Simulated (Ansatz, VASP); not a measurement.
## Two plane-wave programs on Si2Ni

```xyz
3
Lattice="0.0000 2.6957 2.6957 2.6957 0.0000 2.6957 2.6957 2.6957 0.0000" Properties=species:S:1:pos:R:3 pbc="T T T"
Si    1.4729    1.3479    1.3479
Si    4.1686    4.0436    4.0436
Ni    0.0000    0.0000    0.0000
```

Change from the starting cell: all Si atoms moved +0.125 Å, as atom 1 along Cartesian [1 0 0].

Alike in both runs: task single point; functional PBEsol; k mesh 16 × 16 × 16; occupations gaussian, width 0.15 eV; no spin polarisation.

|  | VASP | Ansatz |
| --- | --- | --- |
| version | VASP 6.6.1 | Ansatz 0.2.0 |
| potentials or method | VASP PAW PBE potentials, release 64 (Si, Ni), cutoff 520 eV | scalar-relativistic, plane waves, PAW |
| valence electrons in the cell | 18 | 26 |

```csv
,VASP,Ansatz,Ansatz less VASP
gap on the k mesh at the Fermi level (eV),none,none,-
pressure (GPa),1.1,1.0,-0.11
"traceless stress, the component that is largest in VASP (GPa)",-0.65,-0.63,+0.012
rms of the force components (eV/Å),0.520,0.518,-0.0020
```

VASP's potentials were made for PBE, not for PBEsol. Atom by atom the forces differ by 0.002 eV/Å (rms over components). A gap of «none» marks a metal or a gap that the smearing closes. The functional is the same, so the differences come from potentials, cutoffs and numerics. VASP's potentials hold 18 valence electrons a cell and Ansatz's 26, so a difference there can come from the potentials and not from the codes.
